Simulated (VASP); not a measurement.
# V (Pm-3m) in VASP: single point with PBEsol

Aim: the single point of V with PBEsol.

All numbers are computed with VASP 6.6.1; they aren't measurements. Logs are shortened: lines on timing, memory, paths and dates and some standing lists are left out, and cuts for length are marked.

### 1 The cell of the first run

It takes space group Pm-3m (No. 221, cubic). Conventional cell: a = 2.402 Å, b = 2.402 Å, c = 2.402 Å, α = 90.00°, β = 90.00°, γ = 90.00°. V (site symmetry m-3m) has 6 V at 2.40 Å within 3.2 Å.

This isn't the form of V at room conditions, which is bcc.

### 2 Single point, PBEsol

Input file INCAR:

```
SYSTEM = V
PREC = Accurate
ENCUT = 520
EDIFF = 1E-6
ISMEAR = 0
SIGMA = 0.15
LREAL = .False.
LASPH = .True.
NELM = 60
ALGO = Fast
ISIF = 2
LWAVE = .False.
LCHARG = .True.
GGA = PS
LELF = .True.
LVHAR = .True.
NBANDS = 12
```

Input file KPOINTS:

```
Automatic mesh
0
Gamma
  24 24 24
  0 0 0
```

Input file POSCAR:

```
V
1.0
   -0.8005792639      1.6011585278      1.6011585278
    1.6011585278     -0.8005792639      1.6011585278
    1.6011585278      1.6011585278     -0.8005792639
V
1
Direct
    0.0000000000      0.0000000000      0.0000000000
```

Potentials or basis: VASP PAW PBE potentials, release 64 (V_sv).

Launch:

```
cat potpaw_PBE.64/V_sv/POTCAR > POTCAR
mpirun -np 1 vasp_std > vasp.out
```

OUTCAR:

```text
SYSTEM = V
   PREC = Accurate
   ENCUT = 520
   EDIFF = 1E-6
   ISMEAR = 0
   LREAL = .False.
   LASPH = .True.
   NELM = 60
   ISIF = 2
   GGA = PS

 ion  position               nearest neighbor table
   1  0.000  0.000  0.000-

  LATTYP: Found a simple cubic cell.
 ALAT       =     2.4017377917

  Lattice vectors:

 A1 = (  -0.8005792639,   1.6011585278,   1.6011585278)
 A2 = (   1.6011585278,  -0.8005792639,   1.6011585278)
 A3 = (   1.6011585278,   1.6011585278,  -0.8005792639)

Analysis of symmetry for initial positions (statically):
=====================================================================
 Subroutine PRICEL returns:
 Original cell was already a primitive cell.

 Routine SETGRP: Setting up the symmetry group for a
 simple cubic supercell.

 Subroutine GETGRP returns: Found 48 space group operations
 (whereof 48 operations were pure point group operations)
 out of a pool of 48 trial point group operations.

The static configuration has the point symmetry O_h .

Analysis of symmetry for dynamics (positions and initial velocities):
=====================================================================
 Subroutine PRICEL returns:
 Original cell was already a primitive cell.

 Routine SETGRP: Setting up the symmetry group for a
 simple cubic supercell.

 Subroutine GETGRP returns: Found 48 space group operations
 (whereof 48 operations were pure point group operations)
 out of a pool of 48 trial point group operations.

The dynamic configuration has the point symmetry O_h .

 Subroutine INISYM returns: Found 48 space group operations
 (whereof 48 operations are pure point group operations),
 and found     1 'primitive' translations

----------------------------------------------------------------------------------------

                                     Primitive cell

  volume of cell :      13.8541

  direct lattice vectors                    reciprocal lattice vectors
    -0.800579264  1.601158528  1.601158528    -0.138788395  0.277576790  0.277576790
     1.601158528 -0.800579264  1.601158528     0.277576790 -0.138788395  0.277576790
     1.601158528  1.601158528 -0.800579264     0.277576790  0.277576790 -0.138788395

  length of vectors
     2.401737792  2.401737792  2.401737792     0.416365185  0.416365185  0.416365185
[... 84 lines left out ...]
   NFREE  =      0    steps in history (QN), initial steepest desc. (CG)
   ISIF   =      2    stress and relaxation
   ISYM   =      2    0-nonsym 1-usesym 2-fastsym
   POTIM  = 0.5000    time-step for ionic-motion
   TEBEG  =    0.0;   TEEND  =   0.0 temperature during run
   PSTRESS=    0.0 pullay stress
   NELECT =      13.0000    total number of electrons
   NUPDOWN=      -1.0000    fix difference up-down
   EMIN   =  10.00;   EMAX   =-10.00  energy-range for DOS
   EFERMI =   0.00;   METHOD = LEGACY
   ISMEAR =     0;   SIGMA  =   0.15  broadening in eV -4-tet -1-fermi 0-gaus
   EFERMI_NEDOS =   21; number of points for ismear=-14 and -15
   IALGO  =     68    algorithm
   IMIX   =      4    mixing-type and parameters
     AMIX     =   0.40;   BMIX     =  1.00
     AMIX_MAG =   1.60;   BMIX_MAG =  1.00
  volume/ion in A,a.u.               =      13.85        93.49
  Fermi-wavevector in a.u.,A,eV,Ry     =   1.602742  3.028744 34.950411  2.568783
  Thomas-Fermi vector in A             =   2.699515
   LORBIT       =      0    0 simple, 1 ext, 2 COOP (PROOUT), +10 PAW based schemes
   GGA     = PS    functional components
   LHFCALC =     F    Hartree Fock is set to
   AEXX    =    0.0000 exact exchange contribution
   IVDW    =     0    specifies the selected vdW correction
   LEPSILON=     F    determine dielectric tensor
   LRPA    =     F    only Hartree local field effects (RPA)
 non-spin polarized calculation
 RMM-DIIS sequential band-by-band and
 Gauss-broadening in eV      SIGMA  =   0.15
  energy-cutoff  :      520.00
  volume of cell :       13.85
 maximum number of plane-waves:       388
 NGX is ok and might be reduce to    18
   NGX =  9   NGY =  9   NGZ =  9

 number of electron      12.9999994 magnetization

 Free energy of the ion-electron system (eV)
  ---------------------------------------------------
  ext. energy  EPLUGINS =         0.00000000
  ---------------------------------------------------
  free energy    TOTEN  =        -8.76230150 eV

  energy without entropy =       -8.74621329  energy(sigma->0) =       -8.75425740

 E-fermi :   9.3940     XC(G=0): -12.7916

 val. band max:        9.3924548048   @ k =   0.4583   0.2083   0.0000
 cond. band min:       9.4009321763   @ k =   0.4583   0.2083   0.0417
 fundamental gap:      0.0084773716
 Fermi energy:         9.3940240653

 k-point     1 :       0.0000    0.0000    0.0000
  band No.  band energies     occupation
      1     -54.2205      2.00000
      2     -27.4607      2.00000
      3     -27.4607      2.00000
      4     -27.4607      2.00000
      5       2.8880      2.00000
      6       7.0850      2.00000
      7       7.0850      2.00000
      8      13.1446      0.00000
      9      13.1446      0.00000
     10      13.1446      0.00000
     11      28.3254      0.00000
     12      28.3254      0.00000
[... 331 lines left out ...]
 k-point    24 :       0.4583    0.0417   -0.0000
  band No.  band energies     occupation
      1     -54.0139      2.00000
      2     -28.6905      2.00000
      3     -27.3699      2.00000
      4     -27.3471      2.00000
      5       7.0339      2.00000
      6       7.9394      2.00000
      7       9.1455      1.98090
      8      11.0100      0.00000
      9      11.1560      0.00000
     10      13.3026      0.00000
     11      17.8535      0.00000
     12      29.1218      0.00000

 [... further k-points ...]

------------------------ aborting loop because EDIFF is reached ----------------------------------------

  FORCE on cell =-STRESS in cart. coord.  units (eV):
  Direction    XX          YY          ZZ          XY          YZ          ZX
  --------------------------------------------------------------------------------------
  -------------------------------------------------------------------------------------
  Total        0.2107805      0.2107805      0.2107805     -0.0000000      0.0000000      0.0000000
  in kB       24.3761017     24.3761017     24.3761017     -0.0000000      0.0000000      0.0000000
  external PRESSURE =      24.3761017 kB  Pullay stress =       0.0000000 kB

 VOLUME and BASIS-vectors are now :
 -----------------------------------------------------------------------------
  energy-cutoff  :      520.00
  volume of cell :       13.85
      direct lattice vectors                 reciprocal lattice vectors
    -0.800579264  1.601158528  1.601158528    -0.138788395  0.277576790  0.277576790
     1.601158528 -0.800579264  1.601158528     0.277576790 -0.138788395  0.277576790
     1.601158528  1.601158528 -0.800579264     0.277576790  0.277576790 -0.138788395

 POSITION                                       TOTAL-FORCE (eV/Angst)
 -----------------------------------------------------------------------------------
      0.00000      0.00000      0.00000         0.000000     -0.000000     -0.000000
 -----------------------------------------------------------------------------------
    total drift:                                0.000000     -0.000000      0.000000

  FREE ENERGIE OF THE ION-ELECTRON SYSTEM (eV)
  ---------------------------------------------------
  free  energy   TOTEN  =        -8.7623015040 eV

  energy  without entropy=       -8.7462132873  energy(sigma->0) =       -8.75425740
```

stdout:

```text
POSCAR found type information on POSCAR V
 POSCAR found :  1 types and       1 ions
 scaLAPACK will be used
 -----------------------------------------------------------------------------
|                                                                             |
|                                                                             |
|     You enforced a specific xc type in the INCAR file but a different       |
|     I HOPE YOU KNOW WHAT YOU ARE DOING!                                     |
|                                                                             |
 -----------------------------------------------------------------------------

 LDA part: xc-table for (Slater+PW92), standard interpolation
 POSCAR, INCAR and KPOINTS ok, starting setup
 FFT: planning ... GRIDC
 FFT: planning ... GRID_SOFT
 FFT: planning ... GRID
 WAVECAR not read
 entering main loop
```

It took 66 s on 1 thread of Intel Xeon 8259CL, shared host; peak memory 0.18 GiB.

What came out:

```
Free energy            : -8.7623 eV
Pressure               : 2.4 GPa
Band gap on the k mesh : zero (an odd number of electrons rules out a gap without spin polarisation)
```

Levels at points of the mesh, in eV from the Fermi level:
| k point | band 3 | band 4 | band 5 | band 6 | band 7 | band 8 | band 9 | band 10 | band 11 | band 12 |
| --- | --- | --- | --- | --- | --- | --- | --- | --- | --- | --- |
| (0.00, 0.00, 0.00) | -36.85 | -36.85 | -6.51 | -2.31 | -2.31 | 3.75 | 3.75 | 3.75 | 18.93 | 18.93 |
| (0.50, 0.00, 0.00) | -36.74 | -36.74 | -2.28 | -1.48 | -0.11 | 1.58 | 1.58 | 3.95 | 8.36 | 19.70 |
| (0.50, 0.50, 0.00) | -37.91 | -36.63 | -3.90 | -0.72 | 2.06 | 2.06 | 5.15 | 6.50 | 6.50 | 13.21 |
| (0.50, 0.50, 0.50) | -37.74 | -37.74 | -2.16 | -2.16 | -2.16 | 5.27 | 5.27 | 10.48 | 14.21 | 14.21 |

Caveat: the PAW data sets were made with another functional, which shifts forces and pressure a little.
